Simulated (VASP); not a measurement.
Set up this calculation in VASP 6.6.1, as the native input.

- Task: single point
- Functional: PBEsol
- Potentials or basis: VASP PAW PBE potentials, release 64 (Ti_sv, Te)
- Cutoff: 520 eV
- k mesh: 10 × 10 × 6
- Occupations: fermi-dirac, width 0.08 eV
- Spin: no spin polarisation
- Dipole correction: no
- Further INCAR settings: ALGO = Normal; EDIFF = 1e-06; NBANDS = 19

The structure of TiTe2 lies in POSCAR:

```
TiTe2
1.0
    3.6974464966      0.0000000000      0.0000000000
   -1.8487232483      3.2020825952      0.0000000000
    0.0000000000      0.0000000000      6.4413452244
Ti Te
1 2
Direct
    0.0000000000      0.0000000000      0.0000000000
    0.6666666667      0.3333333333      0.2673562906
    0.3333333333      0.6666666667      0.7326437094
```

The input as run:

INCAR

```
ALGO = Normal
EDIFF = 1E-6
ENCUT = 520
GGA = PS
ISIF = 2
ISMEAR = -1
LASPH = T
LCHARG = T
LELF = T
LREAL = F
LVHAR = T
LWAVE = F
NBANDS = 19
NELM = 80
PREC = Accurate
SIGMA = 0.08
```

KPOINTS

```
k-points
0
Gamma
  10 10 6
```

Potentials or basis: VASP PAW PBE potentials, release 64 (Ti_sv, Te).

The run is started by

```console
$ cat potpaw_PBE.64/Ti_sv/POTCAR potpaw_PBE.64/Te/POTCAR > POTCAR
$ mpirun -np 1 vasp_std > vasp.out
```

It gave:

```
Pressure               : 0.0 GPa
Largest force          : 0.018 eV/Å
Band gap on the k mesh : zero (band 12 reaches 7.76 eV, above the bottom of band 13 at 6.92 eV)
```

Caveat: the PAW data sets were made with another functional, which shifts forces and pressure a little; spin-orbit coupling is left out, which moves the levels of the heavy elements; this functional lacks dispersion, which binds the layers, so the pressure and a relaxed spacing across them are unreliable.

Run time: 110 s on 1 thread of Intel(R) Xeon(R) Platinum 8259CL CPU @ 2.50GHz (Skylake/Cascade Lake), on a shared host, peak memory 0.25 GiB.
